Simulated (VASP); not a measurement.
Set up this calculation in VASP 6.6.1, as the native input.

- Task: single point
- Functional: PBE
- Potentials or basis: VASP PAW PBE potentials, release 64 (Pb_d, F)
- Cutoff: 520 eV
- k mesh: 4 × 6 × 4
- Occupations: fermi-dirac, width 0.02 eV
- Spin: no spin polarisation
- Dipole correction: no
- Further INCAR settings: ALGO = Normal; EDIFF = 1e-06; NBANDS = 68

The structure of PbF2 lies in POSCAR:

```
PbF2
1.0
    6.3496556904      0.0000000000      0.0000000000
    0.0000000000      3.8581294015      0.0000000000
    0.0000000000      0.0000000000      7.6156099855
Pb F
4 8
Direct
    0.7454229478      0.7500000000      0.1082762692
    0.2545770522      0.2500000000      0.8917237308
    0.7545770522      0.2500000000      0.6082762692
    0.2454229478      0.7500000000      0.3917237308
    0.1404161049      0.7500000000      0.0624382468
    0.8595838951      0.2500000000      0.9375617532
    0.3595838951      0.2500000000      0.5624382468
    0.6404161049      0.7500000000      0.4375617532
    0.5312677362      0.7500000000      0.8427493850
    0.4687322638      0.2500000000      0.1572506150
    0.9687322638      0.2500000000      0.3427493850
    0.0312677362      0.7500000000      0.6572506150
```

One way to write it, as run:

INCAR

```
PREC = Accurate
ENCUT = 520
EDIFF = 1E-6
ISMEAR = -1
SIGMA = 0.02
LREAL = False
LASPH = True
NELM = 80
ALGO = Normal
ISIF = 2
LWAVE = False
LCHARG = True
GGA = PE
LELF = True
LVHAR = True
NBANDS = 68
```

KPOINTS

```
regular mesh
0
Gamma
  4 6 4
```

Potentials or basis: VASP PAW PBE potentials, release 64 (Pb_d, F).

Run with:

```bash
$ cat potpaw_PBE.64/Pb_d/POTCAR potpaw_PBE.64/F/POTCAR > POTCAR
$ mpirun -np 1 vasp_std > vasp.out
```

It gave:

- Pressure: 4.8 GPa
- Largest force: 0.110 eV/Å
- Band gap on the k mesh: 4.25 eV (least direct gap 4.54 eV)

Caveat: the cell stands under pressure; spin-orbit coupling is left out, which moves the levels of the heavy elements.

It took 8.4 min on 1 thread of Intel Xeon 8259CL (shared host), peak memory 0.48 GiB.
